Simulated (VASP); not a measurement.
# Si (Fd-3m) in VASP: further runs

Aim: see how the results for Si move with the level of theory and the settings. Levels: r2SCAN, PBEsol. Tasks: single point, relaxation of cell and atoms.

Everything below comes from runs of VASP 6.6.1. Logs are shortened: lines on timing, memory, paths and dates and some standing lists are left out, and cuts for length are marked.

## Step 1: The cell of the first run

It takes space group Fd-3m (No. 227, cubic). Conventional cell: a = 5.434 Å, b = 5.434 Å, c = 5.434 Å, α = 90.00°, β = 90.00°, γ = 90.00°. Within 3.1 Å of Si (site symmetry -43m) lie 4 Si at 2.35 Å.

## Step 2: Single point, r2SCAN

POSCAR

```
Si
1.0
    0.0000000000      2.7168139080      2.7168139080
    2.7168139080      0.0000000000      2.7168139080
    2.7168139080      2.7168139080      0.0000000000
Si
2
Direct
    0.7500000000      0.7500000000      0.7500000000
    0.5000000000      0.5000000000      0.5000000000
```

INCAR.step1

```
SYSTEM = Si
ALGO     = Normal         ! electronic algorithm
EDIFF    = 1E-4           ! SCF threshold, eV
ENCUT    = 520            ! plane-wave cutoff, eV
GGA      = PE             ! functional
ISMEAR   = 0              ! smearing method
LASPH    = .True.         ! aspherical terms in the spheres
LCHARG   = .False.        ! write CHGCAR
LREAL    = .False.        ! projectors in reciprocal space
LWAVE    = .True.         ! write WAVECAR
NBANDS   = 11             ! bands
NELM     = 60             ! most SCF steps
PREC     = Accurate       ! precision mode
SIGMA    = 0.02           ! smearing width, eV
```

INCAR.step2

```
SYSTEM = Si
ALGO     = Normal         ! electronic algorithm
EDIFF    = 1E-7           ! SCF threshold, eV
ENCUT    = 520            ! plane-wave cutoff, eV
ISIF     = 2              ! what is computed and relaxed
ISMEAR   = 0              ! smearing method
ISTART   = 1            
LASPH    = .True.         ! aspherical terms in the spheres
LCHARG   = .False.        ! write CHGCAR
LMIXTAU  = .True.       
LREAL    = .False.        ! projectors in reciprocal space
LWAVE    = .False.        ! write WAVECAR
METAGGA  = R2SCAN         ! meta-GGA
NBANDS   = 11             ! bands
NELM     = 60             ! most SCF steps
PREC     = Accurate       ! precision mode
SIGMA    = 0.02           ! smearing width, eV
```

KPOINTS

```
k-points
0
Gamma
  12 12 12
  0 0 0
```

Potentials or basis: VASP PAW PBE potentials, release 64 (Si).

Command:

```sh
> cat potpaw_PBE.64/Si/POTCAR > POTCAR
> cp INCAR.step1 INCAR
> mpirun -np 1 vasp_std > vasp.out
> cp INCAR.step2 INCAR
> mpirun -np 1 vasp_std > vasp.out
```

OUTCAR:

```text
SYSTEM = Si
   EDIFF = 1E-7
   ENCUT = 520
   ISIF = 2
   ISMEAR = 0
   ISTART = 1
   LASPH = .True.
   LREAL = .False.
   METAGGA = R2SCAN
   NELM = 60
   PREC = Accurate

 ion  position               nearest neighbor table
   1  0.750  0.750  0.750-   2 2.35   2 2.35   2 2.35   2 2.35
   2  0.500  0.500  0.500-   1 2.35   1 2.35   1 2.35   1 2.35

  LATTYP: Found a face centered cubic cell.
 ALAT       =     5.4336278160

  Lattice vectors:

 A1 = (   0.0000000000,   2.7168139080,   2.7168139080)
 A2 = (   2.7168139080,   0.0000000000,   2.7168139080)
 A3 = (   2.7168139080,   2.7168139080,   0.0000000000)

Analysis of symmetry for initial positions (statically):
=====================================================================
 Subroutine PRICEL returns:
 Original cell was already a primitive cell.

 Routine SETGRP: Setting up the symmetry group for a
 face centered cubic supercell.

 Subroutine GETGRP returns: Found 48 space group operations
 (whereof 24 operations were pure point group operations)
 out of a pool of 48 trial point group operations.

The static configuration has the point symmetry T_d .
 The point group associated with its full space group is O_h .

Analysis of symmetry for dynamics (positions and initial velocities):
=====================================================================
 Subroutine PRICEL returns:
 Original cell was already a primitive cell.

 Routine SETGRP: Setting up the symmetry group for a
 face centered cubic supercell.

 Subroutine GETGRP returns: Found 48 space group operations
 (whereof 24 operations were pure point group operations)
 out of a pool of 48 trial point group operations.

The dynamic configuration has the point symmetry T_d .
 The point group associated with its full space group is O_h .

 Subroutine INISYM returns: Found 48 space group operations
 (whereof 24 operations are pure point group operations),
 and found     1 'primitive' translations

----------------------------------------------------------------------------------------

                                     Primitive cell

  volume of cell :      40.1060

  direct lattice vectors                    reciprocal lattice vectors
     0.000000000  2.716813908  2.716813908    -0.184039105  0.184039105  0.184039105
     2.716813908  0.000000000  2.716813908     0.184039105 -0.184039105  0.184039105
     2.716813908  2.716813908  0.000000000     0.184039105  0.184039105 -0.184039105

  length of vectors
     3.842155075  3.842155075  3.842155075     0.318765080  0.318765080  0.318765080

  position of ions in fractional coordinates (direct lattice)
     0.750000000  0.750000000  0.750000000
     0.500000000  0.500000000  0.500000000

  ion indices of the primitive-cell ions
   primitive index   ion index
                 1           1
                 2           2

----------------------------------------------------------------------------------------

 KPOINTS: k-points

Automatic generation of k-mesh.
 Grid dimensions read from file:
 generate k-points for:   12   12   12

 Generating k-lattice:

  Cartesian coordinates                     Fractional coordinates (reciprocal lattice)
    -0.015336592  0.015336592  0.015336592     0.083333333  0.000000000  0.000000000
     0.015336592 -0.015336592  0.015336592     0.000000000  0.083333333  0.000000000
     0.015336592  0.015336592 -0.015336592     0.000000000  0.000000000  0.083333333

  Length of vectors
     0.026563757  0.026563757  0.026563757

  Shift w.r.t. Gamma in fractional coordinates (k-lattice)
     0.000000000  0.000000000  0.000000000

 Subroutine IBZKPT returns following result:
 ===========================================

 Found     72 irreducible k-points:

 Following reciprocal coordinates:
            Coordinates               Weight
  0.000000  0.000000  0.000000      1.000000
  0.083333  0.000000  0.000000      8.000000
  0.166667  0.000000  0.000000      8.000000
  0.250000  0.000000  0.000000      8.000000
  0.333333  0.000000  0.000000      8.000000
  0.416667  0.000000  0.000000      8.000000
[... 16 lines left out ...]
  0.500000  0.166667  0.000000     24.000000
 -0.416667  0.166667  0.000000     24.000000
 [... further k-points ...]
   k-points           NKPTS =     72   k-points in BZ     NKDIM =     72   number of bands    NBANDS=     11
   number of dos      NEDOS =    301   number of ions     NIONS =      2
   total plane-waves  NPLWV =  27000
   dimension x,y,z NGX =    30 NGY =   30 NGZ =   30
   dimension x,y,z NGXF=    60 NGYF=   60 NGZF=   60
   ions per type =               2
   NGX,Y,Z   is equivalent  to a cutoff of  12.98, 12.98, 12.98 a.u.
   NGXF,Y,Z  is equivalent  to a cutoff of  25.96, 25.96, 25.96 a.u.
 SYSTEM =  Si
   PREC   = accura    normal or accurate (medium, high low for compatibility)
   ISTART =      1    job   : 0-new  1-cont  2-samecut
   ICHARG =      0    charge: 1-file 2-atom 10-const
   ISPIN  =      1    spin polarized calculation?
   LNONCOLLINEAR =      F non collinear calculations
   LSORBIT =      F    spin-orbit coupling
   LASPH  =      T    aspherical Exc in radial PAW
   ENCUT  =  520.0 eV  38.22 Ry    6.18 a.u.   7.14  7.14  7.14*2*pi/ulx,y,z
   NELM   =     60;   NELMIN=  2; NELMDL=  0     # of ELM steps
   EDIFF  = 0.1E-06   stopping-criterion for ELM
   LREAL  =      F    real-space projection
   EDIFFG = 0.1E-05   stopping-criterion for IOM
   NSW    =      0    number of steps for IOM
   IBRION =     -1    ionic relax: 0-MD 1-quasi-New 2-CG
   NFREE  =      0    steps in history (QN), initial steepest desc. (CG)
   ISIF   =      2    stress and relaxation
   ISYM   =      2    0-nonsym 1-usesym 2-fastsym
   POTIM  = 0.5000    time-step for ionic-motion
   TEBEG  =    0.0;   TEEND  =   0.0 temperature during run
   PSTRESS=    0.0 pullay stress
   NELECT =       8.0000    total number of electrons
   NUPDOWN=      -1.0000    fix difference up-down
   EMIN   =  10.00;   EMAX   =-10.00  energy-range for DOS
   EFERMI =   0.00;   METHOD = LEGACY
   ISMEAR =     0;   SIGMA  =   0.02  broadening in eV -4-tet -1-fermi 0-gaus
   EFERMI_NEDOS =   21; number of points for ismear=-14 and -15
   IALGO  =     38    algorithm
   IMIX   =      4    mixing-type and parameters
     AMIX     =   0.40;   BMIX     =  1.00
     AMIX_MAG =   1.60;   BMIX_MAG =  1.00
  volume/ion in A,a.u.               =      20.05       135.32
  Fermi-wavevector in a.u.,A,eV,Ry     =   0.956537  1.807592 12.448818  0.914962
  Thomas-Fermi vector in A             =   2.085474
   LORBIT       =      0    0 simple, 1 ext, 2 COOP (PROOUT), +10 PAW based schemes
   METAGGA = R2SCAN    functional components
   LHFCALC =     F    Hartree Fock is set to
   AEXX    =    0.0000 exact exchange contribution
   IVDW    =     0    specifies the selected vdW correction
   LEPSILON=     F    determine dielectric tensor
   LRPA    =     F    only Hartree local field effects (RPA)
 non-spin polarized calculation
 Gauss-broadening in eV      SIGMA  =   0.02
  energy-cutoff  :      520.00
  volume of cell :       40.11
 maximum number of plane-waves:      1106
 NGX is ok and might be reduce to    30
   NGX = 15   NGY = 15   NGZ = 15

 number of electron       8.0000000 magnetization

 Free energy of the ion-electron system (eV)
  ---------------------------------------------------
  ext. energy  EPLUGINS =         0.00000000
  ---------------------------------------------------
  free energy    TOTEN  =       -17.55023261 eV

  energy without entropy =      -17.55023261  energy(sigma->0) =      -17.55023261

 E-fermi :   5.8483     XC(G=0):  -9.8490

 val. band max:        5.7211957380   @ k =   0.0000   0.0000   0.0000
 cond. band min:       6.4967607114   @ k =   0.4167   0.4167   0.0000
 fundamental gap:      0.7755649734
 Fermi energy:         5.8483170109

 k-point     1 :       0.0000    0.0000    0.0000
  band No.  band energies     occupation
      1      -6.7937      2.00000
      2       5.7212      2.00000
      3       5.7212      2.00000
      4       5.7212      2.00000
      5       8.4790      0.00000
      6       8.4790      0.00000
      7       8.4790      0.00000
      8       9.6905      0.00000
      9      13.8472      0.00000
     10      13.8472      0.00000
     11      14.4180      0.00000

 k-point     2 :       0.0833    0.0000    0.0000
  band No.  band energies     occupation
      1      -6.6980      2.00000
      2       4.8505      2.00000
      3       5.5699      2.00000
      4       5.5699      2.00000
      5       8.5872      0.00000
      6       8.7024      0.00000
      7       8.7024      0.00000
      8      10.3122      0.00000
      9      13.5816      0.00000
     10      13.5816      0.00000
     11      14.8045      0.00000

 k-point     3 :       0.1667    0.0000    0.0000
  band No.  band energies     occupation
      1      -6.4140      2.00000
      2       3.2713      2.00000
      3       5.2457      2.00000
      4       5.2457      2.00000
      5       8.3901      0.00000
      6       9.1647      0.00000
      7       9.1647      0.00000
      8      11.7509      0.00000
      9      13.2181      0.00000
     10      13.2181      0.00000
     11      15.5471      0.00000

 k-point     4 :       0.2500    0.0000    0.0000
  band No.  band energies     occupation
      1      -5.9531      2.00000
      2       1.6535      2.00000
      3       4.9174      2.00000
      4       4.9174      2.00000
      5       8.0857      0.00000
      6       9.4794      0.00000
      7       9.4794      0.00000
      8      13.2671      0.00000
      9      13.3488      0.00000
     10      13.3488      0.00000
     11      15.4234      0.00000
[... 239 lines left out ...]
 k-point    22 :       0.4167    0.1667    0.0000
  band No.  band energies     occupation
      1      -4.7888      2.00000
      2      -0.1749      2.00000
      3       3.2019      2.00000
      4       3.7903      2.00000
      5       7.9858      0.00000
      6      10.3559      0.00000
      7      10.9511      0.00000
      8      11.1675      0.00000
      9      16.3064      0.00000
     10      16.5062      0.00000
     11      17.3668      0.00000

 k-point    23 :       0.5000    0.1667    0.0000
  band No.  band energies     occupation
      1      -4.1762      2.00000
      2      -1.1569      2.00000
      3       2.8415      2.00000
      4       3.8454      2.00000
      5       8.0287      0.00000
      6      10.2075      0.00000
      7      10.6631      0.00000
      8      12.6113      0.00000
      9      15.8045      0.00000
     10      16.8255      0.00000
     11      18.2792      0.00000

 k-point    24 :      -0.4167    0.1667    0.0000
  band No.  band energies     occupation
      1      -4.0562      2.00000
      2      -1.3247      2.00000
      3       2.6165      2.00000
      4       4.0380      2.00000
      5       8.1865      0.00000
      6      10.1560      0.00000
      7      10.4249      0.00000
      8      14.2580      0.00000
      9      14.8948      0.00000
     10      15.0471      0.00000
     11      17.6422      0.00000

 [... further k-points ...]
[... 5 lines left out ...]
  --------------------------------------------------------------------------------------
  -------------------------------------------------------------------------------------
  Total        0.0819651      0.0819651      0.0819651      0.0000000      0.0000000     -0.0000000
  in kB        3.2743851      3.2743851      3.2743851      0.0000000      0.0000000     -0.0000000
  external PRESSURE =       3.2743851 kB  Pullay stress =       0.0000000 kB

 VOLUME and BASIS-vectors are now :
 -----------------------------------------------------------------------------
  energy-cutoff  :      520.00
  volume of cell :       40.11
      direct lattice vectors                 reciprocal lattice vectors
     0.000000000  2.716813908  2.716813908    -0.184039105  0.184039105  0.184039105
     2.716813908  0.000000000  2.716813908     0.184039105 -0.184039105  0.184039105
     2.716813908  2.716813908  0.000000000     0.184039105  0.184039105 -0.184039105

 POSITION                                       TOTAL-FORCE (eV/Angst)
 -----------------------------------------------------------------------------------
      4.07522      4.07522      4.07522        -0.000000      0.000000      0.000000
      2.71681      2.71681      2.71681         0.000000     -0.000000     -0.000000
 -----------------------------------------------------------------------------------
    total drift:                                0.000000     -0.000000     -0.000000

  FREE ENERGIE OF THE ION-ELECTRON SYSTEM (eV)
  ---------------------------------------------------
  free  energy   TOTEN  =       -17.5502326080 eV

  energy  without entropy=      -17.5502326080  energy(sigma->0) =      -17.55023261
```

Wall time 1.9 min (1 thread of AMD EPYC 7R43 (Zen 3), shared host); peak memory 0.13 GiB.

What came out:

```yaml
Free_energy: -17.5502 eV
Pressure: 0.3 GPa
Band_gap_on_the_k_mesh: 0.78 eV, indirect (least direct gap 2.76 eV)
```

Levels at points of the mesh, in eV from the valence-band top:
```csv
k point,band 1,band 2,band 3,band 4,band 5,band 6,band 7,band 8
"(0.00, 0.00, 0.00)",-12.51,0.00,0.00,0.00,2.76,2.76,2.76,3.97
"(0.50, 0.00, 0.00)",-10.07,-7.26,-1.27,-1.27,1.88,3.59,3.59,8.34
"(0.50, 0.50, 0.00)",-8.15,-8.15,-3.01,-3.01,0.92,0.92,10.87,10.87
```

Caveat: the PAW data sets were made with another functional, which shifts forces and pressure a little.

## Step 3: Single point, PBEsol

INCAR

```
SYSTEM = Si
ALGO = Normal
EDIFF = 1E-7
ENCUT = 520
GGA = PS
ISIF = 2
ISMEAR = 0
LASPH = .True.
LCHARG = .False.
LREAL = .False.
LWAVE = .False.
NBANDS = 11
NELM = 60
PREC = Accurate
SIGMA = 0.02
```

KPOINTS is that of step 2.

POSCAR

```
Si
1.0
    0.0000000000      2.7168139102      2.7168139102
    2.7168139102      0.0000000000      2.7168139102
    2.7168139102      2.7168139102      0.0000000000
Si
2
Direct
    0.7500000000      0.7500000000      0.7500000000
    0.5000000000      0.5000000000      0.5000000000
```

Potentials or basis: VASP PAW PBE potentials, release 64 (Si).

Command:

```sh
> cat potpaw_PBE.64/Si/POTCAR > POTCAR
> mpirun -np 1 vasp_std > vasp.out
```

Wall time 15 s (1 thread of Intel Xeon 6975P-C, shared host); peak memory 0.17 GiB.

It converged, with:

```yaml
Free_energy: -11.4932 eV
Pressure: 0.1 GPa
Band_gap_on_the_k_mesh: 0.46 eV, indirect (least direct gap 2.52 eV)
```

Levels at points of the mesh, in eV from the valence-band top:
```tsv
k point	band 1	band 2	band 3	band 4	band 5	band 6	band 7	band 8
(0.00, 0.00, 0.00)	-11.98	0.00	0.00	0.00	2.52	2.52	2.52	3.31
(0.50, 0.00, 0.00)	-9.63	-7.01	-1.20	-1.20	1.46	3.27	3.27	7.51
(0.50, 0.50, 0.00)	-7.82	-7.82	-2.87	-2.87	0.59	0.59	10.05	10.05
```

Caveat: the PAW data sets were made with another functional, which shifts forces and pressure a little.

## Step 4: Single point, PBEsol

This run uses another cell than the first one, of 18.68 Å³/atom, 0.932 times its volume.

INCAR

```
SYSTEM = Si
ALGO = Normal
EDIFF = 1E-6
ENCUT = 500
GGA = PS
GGA_COMPAT = .FALSE.
ISIF = 2
ISMEAR = 0
LASPH = .TRUE.
LCHARG = .TRUE.
LELF = .TRUE.
LREAL = .FALSE.
LVHAR = .TRUE.
LWAVE = .FALSE.
NBANDS = 11
NELM = 120
PREC = Accurate
SIGMA = 0.1
```

KPOINTS

```
k-points
0
G
  6 6 6
  0 0 0
```

POSCAR

```
Si
1.0
    0.0000000000      2.6535425719      2.6535425719
    2.6535425719      0.0000000000      2.6535425719
    2.6535425719      2.6535425719      0.0000000000
Si
2
Direct
    0.7500000000      0.7500000000      0.7500000000
    0.5000000000      0.5000000000      0.5000000000
```

Command:

```sh
> cat potpaw_PBE.64/Si/POTCAR > POTCAR
> mpirun -np 1 vasp_std > vasp.out
```

Run time: 8.1 s. Hardware: 1 thread of Intel Xeon 8259CL, shared host; peak memory 0.14 GiB.

Results (log left out):

| Item | Value |
| --- | --- |
| Free energy | -11.4019 eV |
| Pressure | 8.0 GPa |
| Band gap on the k mesh | 0.44 eV, indirect (least direct gap 2.54 eV) |

Levels at points of the mesh, in eV from the valence-band top:
```
           k point  band 1  band 2  band 3  band 4  band 5  band 6  band 7  band 8  band 9
(0.00, 0.00, 0.00)  -12.48    0.00    0.00    0.00    2.54    2.54    2.54    4.13    7.72
(0.50, 0.00, 0.00)   -9.95   -7.36   -1.27   -1.27    1.71    3.23    3.23    7.59   10.69
(0.50, 0.50, 0.00)   -8.07   -8.07   -3.06   -3.06    0.44    0.44   10.66   10.66   11.15
```

Caveat: the PAW data sets were made with another functional, which shifts forces and pressure a little. A k mesh can miss the band edges.

## Step 5: Relaxation of cell and atoms, PBEsol, target pressure 7.75 GPa, at which the enthalpy is minimised

This run uses another cell than the first one, of 18.68 Å³/atom, 0.932 times its volume.

INCAR

```
ALGO = Normal
EDIFF = 1E-7
EDIFFG = -0.05
ENCUT = 500
GGA = PS
GGA_COMPAT = F
IBRION = 2
ISIF = 3
ISMEAR = 0
LASPH = T
LCHARG = F
LREAL = F
LWAVE = F
NELM = 120
NELMIN = 4
NSW = 80
PREC = Accurate
PSTRESS = 77.5
SIGMA = 0.1
```

KPOINTS

```
k-points
0
Gamma
  6 6 6
```

POSCAR is that of step 4.

Command:

```sh
> cat potpaw_PBE.64/Si/POTCAR > POTCAR
> mpirun -np 1 vasp_std > vasp.out
```

Wall time 9.3 s (1 thread of Intel Xeon 8259CL, shared host); peak memory 0.14 GiB.

It converged, with:

```
Free energy             : -11.4019 eV
Pressure after relaxing : 8.0 GPa
Band gap on the k mesh  : 0.44 eV, indirect (least direct gap 2.54 eV)
```

Final structure:
```cif
data_structure
_symmetry_space_group_name_H-M 'P 1'
_symmetry_Int_Tables_number 1
_cell_length_a 3.7527
_cell_length_b 3.7527
_cell_length_c 3.7527
_cell_angle_alpha 60.000
_cell_angle_beta 60.000
_cell_angle_gamma 60.000
_cell_volume 37.37
loop_
_atom_site_label
_atom_site_type_symbol
_atom_site_fract_x
_atom_site_fract_y
_atom_site_fract_z
_atom_site_occupancy
Si1 Si 0.75000 0.75000 0.75000 1
Si2 Si 0.50000 0.50000 0.50000 1
```

Levels at points of the mesh, in eV from the valence-band top:
```tsv
k point	band 2	band 3	band 4	band 5	band 6	band 7
(0.00, 0.00, 0.00)	0.00	0.00	0.00	2.54	2.54	2.54
(0.50, 0.00, 0.00)	-7.36	-1.27	-1.27	1.71	3.23	3.23
(0.50, 0.50, 0.00)	-8.07	-3.06	-3.06	0.44	0.44	10.66
```

Caveat: the relaxation stopped at its first step, so nothing moved; the cell is relaxed towards a set pressure, so the enthalpy falls and the energy may rise; the PAW data sets were made with another functional, which shifts forces and pressure a little.

(Part 1 of 2 ends here.)
